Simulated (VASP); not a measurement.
Crystal: Al3InAs4.

```
Al In As
1.0
     3.90053    0.00000    0.00000
     0.00000    7.80105    0.00000
     0.00000    0.00000    5.51618
Al In As
3 1 4
Direct
  0.00000 0.75000 0.00000
  0.00000 0.25000 0.00000
  0.50000 0.50000 0.50000
  0.50000 0.00000 0.50000
  0.50000 0.75000 0.75000
  0.00000 0.00000 0.25000
  0.50000 0.25000 0.75000
  0.00000 0.50000 0.25000
```

```yaml
Program: VASP 6.6.1
Task: relaxation of cell and atoms
Functional: PBE
Potentials_or_basis: VASP PAW PBE potentials, release 64 (Al, In_d, As)
Cutoff: 600 eV
k_mesh: 4 × 2 × 4
Occupations: gaussian, width 0.1 eV
Spin: no spin polarisation
```

At the start: pressure 16.8 GPa; volume 20.98 Å³/atom.

Question: Where does the relaxation end?

Answer: Over 11 steps the energy falls by 225.8 meV/atom and the volume is 24.90 Å³/atom (+18.7 %); space group Pmm2 (No. 25, to 0.1 Å) before and after.

Step by step:
| step | energy change (eV) | largest force (eV/Å) | pressure (GPa) | volume (Å³) |
| --- | --- | --- | --- | --- |
| 1 | 0.0000 | 2.5190 | 16.84 | 167.85 |
| 2 | -1.1763 | 0.2665 | -6.04 | 227.32 |
| 3 | -1.7174 | 0.7304 | -0.59 | 201.92 |
| 4 | -1.7172 | 0.7529 | -0.37 | 201.19 |
| 5 | -1.7648 | 0.4327 | -0.04 | 199.76 |
| 6 | -1.7920 | 0.2450 | 0.59 | 197.46 |
| 7 | -1.8015 | 0.1153 | -0.26 | 200.02 |
| 8 | -1.8016 | 0.1235 | -0.20 | 199.83 |
| 9 | -1.8051 | 0.0634 | -0.04 | 199.31 |
| 10 | -1.8056 | 0.0563 | 0.04 | 199.06 |
| 11 | -1.8061 | 0.0378 | -0.01 | 199.22 |

Final structure:
```
CELL_PARAMETERS angstrom
4.14708 0.00000 0.00000
0.00000 8.30807 0.00000
0.00000 0.00000 5.78208
ATOMIC_POSITIONS crystal
Al 0.00000 0.74282 0.00008
Al 0.00000 0.25718 0.00008
Al 0.50000 0.50000 0.49946
In 0.50000 0.00000 0.50196
As 0.50000 0.73607 0.76103
As 0.00000 0.00000 0.21971
As 0.50000 0.26393 0.76103
As 0.00000 0.50000 0.25667
```

Caveat: the volume moved by over 15 % at a fixed basis, so the end points are rough.
